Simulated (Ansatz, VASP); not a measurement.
# Two plane-wave programs on InGa3P4

Contents of INCAR:

```
SYSTEM = InGa3P4
PREC = Accurate
ENCUT = 520
EDIFF = 1E-6
ISMEAR = 0
SIGMA = 0.01
LREAL = .FALSE.
LASPH = .TRUE.
NELM = 60
ALGO = Normal
ISIF = 2
LWAVE = .FALSE.
LCHARG = .FALSE.
GGA = PE
NBANDS = 46
```

The input KPOINTS:

```
Automatic mesh
0
G
  4 4 4
  0 0 0
```

Contents of POSCAR:

```
InGa3P4
1.0
    5.5634871032      0.0000000000      0.0000000000
    0.0000000000      5.5634871032      0.0000000000
    0.0000000000      0.0000000000      5.5634871032
Ga P In
3 4 1
Direct
    0.5000000000      0.0000000000      0.0000000000
    0.0000000000      0.5000000000      0.0000000000
    0.0000000000      0.0000000000      0.5000000000
    0.7600012713      0.2399987287      0.2399987287
    0.2399987287      0.7600012713      0.2399987287
    0.2399987287      0.2399987287      0.7600012713
    0.7600012713      0.7600012713      0.7600012713
    0.5000000000      0.5000000000      0.5000000000
```

Input for Ansatz:

```yaml
crystal:
  lattice:
    - [5.5634871032, 0.0, 0.0]
    - [0.0, 5.5634871032, 0.0]
    - [0.0, 0.0, 5.5634871032]
  atoms:
    - { symbol: Ga, position: [0.5, 0.0, 0.0] }
    - { symbol: P, position: [0.7600012713, 0.2399987287, 0.2399987287] }
    - { symbol: Ga, position: [0.0, 0.5, 0.0] }
    - { symbol: P, position: [0.2399987287, 0.7600012713, 0.2399987287] }
    - { symbol: Ga, position: [0.0, 0.0, 0.5] }
    - { symbol: P, position: [0.2399987287, 0.2399987287, 0.7600012713] }
    - { symbol: In, position: [0.5, 0.5, 0.5] }
    - { symbol: P, position: [0.7600012713, 0.7600012713, 0.7600012713] }
kpoints:
  mp_grid: { grid: [4, 4, 4] }
hamiltonian:
  xc: pbe
scf:
  occupations: { method: fixed }
  n_extra_bands: 6
output:
  forces: true
  stress: true
  eigenvalues: true
```

Alike in both runs: task single point; functional PBE; k mesh 4 × 4 × 4; no spin polarisation.

|  | VASP | Ansatz |
| --- | --- | --- |
| version | VASP 6.6.1 | Ansatz 0.2.0 |
| potentials or method | VASP PAW PBE potentials, release 64 (Ga_d, P, In_d) | plane waves, PAW |
| plane-wave cutoff (eV) | 520 | 420 |
| occupations | gaussian, width 0.01 eV | fixed |
| valence electrons in the cell | 72 | 72 |

```tsv
	VASP	Ansatz	Ansatz less VASP
gap on the k mesh at the Fermi level (eV)	1.21	1.21	+0.003
pressure (GPa)	2.3	2.3	+0.05
rms of the force components (eV/Å)	0.011	0.013	+0.0015
```
